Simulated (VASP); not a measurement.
# Ir (P6_3/mmc) in VASP: notebook, part 2 of 2

VASP 6.6.1.

## Step 4: Single point, PBE

This run uses another cell than the first one, of 15.55 Å³/atom, 1.007 times its volume.

Contents of INCAR:

```
PREC = Accurate
ENCUT = 520
EDIFF = 1E-6
ISMEAR = 0
SIGMA = 0.15
LREAL = F
LASPH = T
NELM = 100
ALGO = Normal
ISIF = 2
LWAVE = F
LCHARG = F
GGA = PE
NBANDS = 16
```

Contents of KPOINTS:

```
Automatic mesh
0
Gamma
  18 18 10
```

Contents of POSCAR:

```
Ir
1.0
    2.8028000000      0.0000000000      0.0000000000
   -1.4014000000      2.4272960017      0.0000000000
    0.0000000000      0.0000000000      4.5717000000
Ir
2
Direct
    0.6666666667      0.3333333333      0.7500000000
    0.3333333333      0.6666666667      0.2500000000
```

Potentials or basis: VASP PAW PBE potentials, release 64 (Ir).

Started as:

```console
$ cat potpaw_PBE.64/Ir/POTCAR > POTCAR
$ mpirun -np 1 vasp_std > vasp.out
```

OUTCAR:

```text
PREC = Accurate
   ENCUT = 520
   EDIFF = 1E-6
   ISMEAR = 0
   LREAL = F
   LASPH = T
   NELM = 100
   ISIF = 2
   GGA = PE

 ion  position               nearest neighbor table
   1  0.667  0.333  0.750-   2 2.80   2 2.80   2 2.80   2 2.80   2 2.80   2 2.80
   2  0.333  0.667  0.250-   1 2.80   1 2.80   1 2.80   1 2.80   1 2.80   1 2.80

  LATTYP: Found a hexagonal cell.
 ALAT       =     2.8028000000
 C/A-ratio  =     1.6311188811

  Lattice vectors:

 A1 = (   2.8028000000,   0.0000000000,   0.0000000000)
 A2 = (  -1.4014000000,   2.4272960017,   0.0000000000)
 A3 = (   0.0000000000,   0.0000000000,   4.5717000000)

Analysis of symmetry for initial positions (statically):
=====================================================================
 Subroutine PRICEL returns:
 Original cell was already a primitive cell.

 Routine SETGRP: Setting up the symmetry group for a
 hexagonal supercell.

 Subroutine GETGRP returns: Found 24 space group operations
 (whereof 12 operations were pure point group operations)
 out of a pool of 24 trial point group operations.

The static configuration has the point symmetry D_3d.
 The point group associated with its full space group is D_6h.

Analysis of symmetry for dynamics (positions and initial velocities):
=====================================================================
 Subroutine PRICEL returns:
 Original cell was already a primitive cell.

 Routine SETGRP: Setting up the symmetry group for a
 hexagonal supercell.

 Subroutine GETGRP returns: Found 24 space group operations
 (whereof 12 operations were pure point group operations)
 out of a pool of 24 trial point group operations.

The dynamic configuration has the point symmetry D_3d.
 The point group associated with its full space group is D_6h.

 Subroutine INISYM returns: Found 24 space group operations
 (whereof 12 operations are pure point group operations),
 and found     1 'primitive' translations

----------------------------------------------------------------------------------------

                                     Primitive cell

  volume of cell :      31.1023

  direct lattice vectors                    reciprocal lattice vectors
     2.802800000  0.000000000  0.000000000     0.356786071  0.205990534  0.000000000
    -1.401400000  2.427296002  0.000000000     0.000000000  0.411981068  0.000000000
     0.000000000  0.000000000  4.571700000     0.000000000  0.000000000  0.218737012

  length of vectors
     2.802800000  2.802800000  4.571700000     0.411981068  0.411981068  0.218737012

  position of ions in fractional coordinates (direct lattice)
     0.666666667  0.333333333  0.750000000
     0.333333333  0.666666667  0.250000000

  ion indices of the primitive-cell ions
   primitive index   ion index
                 1           1
                 2           2

----------------------------------------------------------------------------------------

 KPOINTS: Automatic mesh

Automatic generation of k-mesh.
 Grid dimensions read from file:
 generate k-points for:   18   18   10

 Generating k-lattice:

  Cartesian coordinates                     Fractional coordinates (reciprocal lattice)
     0.019821448  0.011443919  0.000000000     0.055555556  0.000000000  0.000000000
     0.000000000  0.022887837  0.000000000     0.000000000  0.055555556  0.000000000
     0.000000000  0.000000000  0.021873701     0.000000000  0.000000000  0.100000000

  Length of vectors
     0.022887837  0.022887837  0.021873701

  Shift w.r.t. Gamma in fractional coordinates (k-lattice)
     0.000000000  0.000000000  0.000000000

 Subroutine IBZKPT returns following result:
 ===========================================

 Found    222 irreducible k-points:

 Following reciprocal coordinates:
            Coordinates               Weight
  0.000000  0.000000  0.000000      1.000000
  0.055556 -0.000000  0.000000      6.000000
  0.111111 -0.000000  0.000000      6.000000
  0.166667 -0.000000  0.000000      6.000000
  0.222222 -0.000000  0.000000      6.000000
  0.277778  0.000000  0.000000      6.000000
[... 16 lines left out ...]
  0.333333  0.111111  0.000000     12.000000
  0.388889  0.111111  0.000000     12.000000
 [... further k-points ...]
   k-points           NKPTS =    222   k-points in BZ     NKDIM =    222   number of bands    NBANDS=     16
   number of dos      NEDOS =    301   number of ions     NIONS =      2
   total plane-waves  NPLWV =  20736
   dimension x,y,z NGX =    24 NGY =   24 NGZ =   36
   dimension x,y,z NGXF=    48 NGYF=   48 NGZF=   72
   ions per type =               2
   NGX,Y,Z   is equivalent  to a cutoff of  14.24, 14.24, 13.09 a.u.
   NGXF,Y,Z  is equivalent  to a cutoff of  28.47, 28.47, 26.18 a.u.
 SYSTEM =  unknown system
   PREC   = accura    normal or accurate (medium, high low for compatibility)
   ISTART =      0    job   : 0-new  1-cont  2-samecut
   ICHARG =      2    charge: 1-file 2-atom 10-const
   ISPIN  =      1    spin polarized calculation?
   LNONCOLLINEAR =      F non collinear calculations
   LSORBIT =      F    spin-orbit coupling
   LASPH  =      T    aspherical Exc in radial PAW
   ENCUT  =  520.0 eV  38.22 Ry    6.18 a.u.   5.21  5.21  8.50*2*pi/ulx,y,z
   NELM   =    100;   NELMIN=  2; NELMDL= -5     # of ELM steps
   EDIFF  = 0.1E-05   stopping-criterion for ELM
   LREAL  =      F    real-space projection
   EDIFFG = 0.1E-04   stopping-criterion for IOM
   NSW    =      0    number of steps for IOM
   IBRION =     -1    ionic relax: 0-MD 1-quasi-New 2-CG
   NFREE  =      0    steps in history (QN), initial steepest desc. (CG)
   ISIF   =      2    stress and relaxation
   ISYM   =      2    0-nonsym 1-usesym 2-fastsym
   POTIM  = 0.5000    time-step for ionic-motion
   TEBEG  =    0.0;   TEEND  =   0.0 temperature during run
   PSTRESS=    0.0 pullay stress
   NELECT =      18.0000    total number of electrons
   NUPDOWN=      -1.0000    fix difference up-down
   EMIN   =  10.00;   EMAX   =-10.00  energy-range for DOS
   EFERMI =   0.00;   METHOD = LEGACY
   ISMEAR =     0;   SIGMA  =   0.15  broadening in eV -4-tet -1-fermi 0-gaus
   EFERMI_NEDOS =   21; number of points for ismear=-14 and -15
   IALGO  =     38    algorithm
   IMIX   =      4    mixing-type and parameters
     AMIX     =   0.40;   BMIX     =  1.00
     AMIX_MAG =   1.60;   BMIX_MAG =  1.00
  volume/ion in A,a.u.               =      15.55       104.94
  Fermi-wavevector in a.u.,A,eV,Ry     =   1.364274  2.578103 25.323741  1.861242
  Thomas-Fermi vector in A             =   2.490604
   LORBIT       =      0    0 simple, 1 ext, 2 COOP (PROOUT), +10 PAW based schemes
   GGA     = PE    functional components
   LHFCALC =     F    Hartree Fock is set to
   AEXX    =    0.0000 exact exchange contribution
   IVDW    =     0    specifies the selected vdW correction
   LEPSILON=     F    determine dielectric tensor
   LRPA    =     F    only Hartree local field effects (RPA)
 non-spin polarized calculation
 Gauss-broadening in eV      SIGMA  =   0.15
  energy-cutoff  :      520.00
  volume of cell :       31.10
 maximum number of plane-waves:       853
 NGX is ok and might be reduce to    24
   NGX = 11   NGY = 11   NGZ = 17

 number of electron      18.0000003 magnetization

 Free energy of the ion-electron system (eV)
  ---------------------------------------------------
  ext. energy  EPLUGINS =         0.00000000
  ---------------------------------------------------
  free energy    TOTEN  =       -17.44491443 eV

  energy without entropy =      -17.41545307  energy(sigma->0) =      -17.43018375

 E-fermi :   8.9334     XC(G=0): -13.4296

 val. band max:        8.9305219812   @ k =   0.2222   0.1111   0.5000
 cond. band min:       8.9404360840   @ k =   0.3333  -0.0000   0.4000
 fundamental gap:      0.0099141027
 Fermi energy:         8.9333657058

 k-point     1 :       0.0000    0.0000    0.0000
  band No.  band energies     occupation
      1      -1.2907      2.00000
      2       1.7004      2.00000
      3       5.4707      2.00000
      4       5.6223      2.00000
      5       5.6223      2.00000
      6       6.1719      2.00000
[... 8 lines left out ...]
     15      25.2710      0.00000
     16      26.2106      0.00000
[... 419 lines left out ...]
 k-point    24 :       0.3889    0.1111    0.0000
  band No.  band energies     occupation
      1       2.5716      2.00000
      2       2.7138      2.00000
      3       3.0470      2.00000
      4       5.3004      2.00000
      5       5.4019      2.00000
      6       5.8181      2.00000
[... 8 lines left out ...]
     15      18.7175      0.00000
     16      21.3571      0.00000

 [... further k-points ...]

------------------------ aborting loop because EDIFF is reached ----------------------------------------

  FORCE on cell =-STRESS in cart. coord.  units (eV):
  Direction    XX          YY          ZZ          XY          YZ          ZX
  --------------------------------------------------------------------------------------
  -------------------------------------------------------------------------------------
  Total       -3.5046652     -3.5046652     -3.9134459      0.0000000      0.0000000      0.0000000
  in kB     -180.5363024   -180.5363024   -201.5938781      0.0000000      0.0000000      0.0000000
  external PRESSURE =    -187.5554943 kB  Pullay stress =       0.0000000 kB

 VOLUME and BASIS-vectors are now :
 -----------------------------------------------------------------------------
  energy-cutoff  :      520.00
  volume of cell :       31.10
      direct lattice vectors                 reciprocal lattice vectors
     2.802800000  0.000000000  0.000000000     0.356786071  0.205990534  0.000000000
    -1.401400000  2.427296002  0.000000000     0.000000000  0.411981068  0.000000000
     0.000000000  0.000000000  4.571700000     0.000000000  0.000000000  0.218737012

 POSITION                                       TOTAL-FORCE (eV/Angst)
 -----------------------------------------------------------------------------------
      1.40140      0.80910      3.42877         0.000000      0.000000      0.000000
     -0.00000      1.61820      1.14292        -0.000000      0.000000      0.000000
 -----------------------------------------------------------------------------------
    total drift:                                0.000000     -0.000000     -0.000000

  FREE ENERGIE OF THE ION-ELECTRON SYSTEM (eV)
  ---------------------------------------------------
  free  energy   TOTEN  =       -17.4449144274 eV

  energy  without entropy=      -17.4154530694  energy(sigma->0) =      -17.43018375
```

stdout:

```text
POSCAR found type information on POSCAR Ir
 POSCAR found :  1 types and       2 ions
 scaLAPACK will be used
 LDA part: xc-table for (Slater+PW92), standard interpolation
 POSCAR, INCAR and KPOINTS ok, starting setup
 FFT: planning ... GRIDC
 FFT: planning ... GRID_SOFT
 FFT: planning ... GRID
 WAVECAR not read
 entering main loop
```

It took 2.3 min on 1 thread of Intel Xeon 8259CL, shared host; peak memory 0.23 GiB.

Results:

| Quantity | Value |
| --- | --- |
| Free energy | -17.4449 eV |
| Pressure | -18.8 GPa |
| Band gap on the k mesh | zero (band 9 reaches 9.76 eV, above the bottom of band 10 at 6.90 eV) |

Caveat: spin-orbit coupling is left out, which moves the levels of the heavy elements.

## Step 5: Single point, PBE

This run uses another cell than the first one, of 15.64 Å³/atom, 1.013 times its volume.

Contents of INCAR:

```
SYSTEM = Ir
PREC = Accurate ; ENCUT = 520
EDIFF = 1E-6 ; ISMEAR = 0
SIGMA = 0.15 ; LREAL = .FALSE.
LASPH = .TRUE. ; NELM = 80
ALGO = Fast ; ISIF = 2
LWAVE = .FALSE. ; LCHARG = .FALSE.
GGA = PE ; NBANDS = 16
```

Contents of KPOINTS:

```
Automatic mesh
0
G
  18 18 10
  0 0 0
```

Contents of POSCAR:

```
Ir
1.0
    2.7753000000      0.0000000000      0.0000000000
   -1.3876500000      2.4034803031      0.0000000000
    0.0000000000      0.0000000000      4.6905000000
Ir
2
Direct
    0.6666666667      0.3333333333      0.7500000000
    0.3333333333      0.6666666667      0.2500000000
```

Started as:

```console
$ cat potpaw_PBE.64/Ir/POTCAR > POTCAR
$ mpirun -np 1 vasp_std > vasp.out
```

It took 3 min on 1 thread of Intel Xeon 8259CL, shared host; peak memory 0.23 GiB.

It converged, with:

| Property | Result |
| --- | --- |
| Free energy | -17.3932 eV |
| Pressure | -19.7 GPa |
| Band gap on the k mesh | zero (band 9 reaches 9.82 eV, above the bottom of band 10 at 6.80 eV) |

Stress tensor (GPa, compression positive):
```
-16.24   0.00   0.00
  0.00 -16.24   0.00
  0.00   0.00 -26.75
```

Levels at points of the mesh, in eV from the Fermi level:
| k point | band 6 | band 7 | band 8 | band 9 | band 10 | band 11 | band 12 | band 13 |
| --- | --- | --- | --- | --- | --- | --- | --- | --- |
| (0.00, 0.00, 0.00) | -2.76 | -2.76 | -1.69 | -1.69 | -0.84 | 0.30 | 0.30 | 5.70 |
| (0.50, 0.00, 0.00) | -2.78 | -2.71 | 0.69 | 0.87 | 1.14 | 2.74 | 4.14 | 7.61 |
| (0.00, 0.00, 0.50) | -3.26 | -3.26 | -3.26 | -0.36 | -0.36 | -0.36 | -0.36 | 12.73 |
| (0.50, 0.00, 0.50) | -1.62 | -0.69 | -0.69 | 1.03 | 1.03 | 1.91 | 1.91 | 7.00 |

Caveat: spin-orbit coupling is left out, which moves the levels of the heavy elements.

## Step 6: The runs side by side

```tsv
cell	gap on the mesh (eV)	pressure (GPa)
a = 2.830, b = 2.830, c = 4.453 Å, angles 90.0, 90.0, 120.0°, 2 atoms	none	-16.6
a = 2.812, b = 2.812, c = 4.527 Å, angles 90.0, 90.0, 120.0°, 2 atoms	none	-17.9
a = 2.803, b = 2.803, c = 4.572 Å, angles 90.0, 90.0, 120.0°, 2 atoms	none	-18.8
a = 2.775, b = 2.775, c = 4.691 Å, angles 90.0, 90.0, 120.0°, 2 atoms	none	-19.7
```

Alike in all rows: task single point; level PBE; potentials or basis VASP PAW PBE potentials, release 64 (Ir); no spin polarisation; k mesh 18 × 18 × 10; cutoff (eV) 520; smearing gaussian 0.15 eV.

Caveats: spin-orbit coupling is left out, which moves the levels of the heavy elements.

Absolute energies hang on the potentials; compare differences alone.
